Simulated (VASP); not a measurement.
A run of VASP 6.6.1:

The input INCAR:

```
SYSTEM = MoS2
PREC = Accurate
ENCUT = 520
EDIFF = 1E-6
ISMEAR = -1
SIGMA = 0.03
LREAL = .False.
LASPH = .True.
NELM = 80
ALGO = Normal
ISIF = 2
LWAVE = .False.
LCHARG = .False.
GGA = PE
NBANDS = 35
```

The input KPOINTS:

```
regular mesh
0
Gamma
  10 10 3
  0 0 0
```

Contents of POSCAR:

```
MoS2
1.0
    3.1819359971      0.0000000000      0.0000000000
   -1.5909679986      2.7556374067      0.0000000000
    0.0000000000      0.0000000000     12.3764262140
Mo S
2 4
Direct
    0.3333333333      0.6666666667      0.2500000000
    0.6666666667      0.3333333333      0.7500000000
    0.3333333333      0.6666666667      0.6275000000
    0.6666666667      0.3333333333      0.1275000000
    0.3333333333      0.6666666667      0.8725000000
    0.6666666667      0.3333333333      0.3725000000
```

Potentials or basis: VASP PAW PBE potentials, release 64 (Mo_sv, S).

The run is started by

```console
$ cat potpaw_PBE.64/Mo_sv/POTCAR potpaw_PBE.64/S/POTCAR > POTCAR
$ mpirun -np 1 vasp_std > vasp.out
```

Hardware: 1 thread of Intel(R) Xeon(R) Platinum 8488C (Sapphire Rapids), with other jobs on the host.

Task: Estimate the wall time of this run.

Result: Wall time 56 s on 1 thread of Intel(R) Xeon(R) Platinum 8488C (Sapphire Rapids), on a shared host, peak memory 0.26 GiB. Counts: scf iterations 15, k points 28.
